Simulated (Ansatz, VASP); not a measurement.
# ZrB2: VASP beside Ansatz

```
Zr B
1.0
     3.17000   -0.03170    0.00000
    -1.61245    2.76115    0.00000
     0.00000    0.00000    3.53300
Zr B
1 2
Direct
  0.00000 0.00000 0.00000
  0.66667 0.33333 0.50000
  0.33333 0.66667 0.50000
```

Change from the starting cell: strain_shear_xy = -0.02.

Alike in both runs: functional PBEsol; k mesh 10 × 10 × 8; occupations fermi-dirac, width 0.05 eV; no spin polarisation.

|  | VASP | Ansatz |
| --- | --- | --- |
| version | VASP 6.6.1 | Ansatz 0.2.0 |
| potentials or method | VASP PAW PBE potentials, release 64 (Zr_sv, B), cutoff 500 eV | all-electron LAPW, scalar-relativistic |
| task | single point | band structure |

VASP gave:

- gap on the k mesh at the Fermi level (eV): none
- pressure (GPa): -3.6
- traceless stress, the component that is largest in VASP (GPa): 5.05
- rms of the force components (eV/Å): 0.014

Problem. What did Ansatz give for the same quantities?

Solution. gap on the k mesh at the Fermi level (eV): none; pressure (GPa): -4.0; traceless stress, the component that is largest in VASP (GPa): 5.05; rms of the force components (eV/Å): 0.015.

VASP's potentials were made for PBE, not for PBEsol. Atom by atom the forces differ by 0.001 eV/Å (rms over components). A gap of «none» marks a metal or a gap that the smearing closes. Ansatz ran all-electron here, and VASP with PAW potentials.
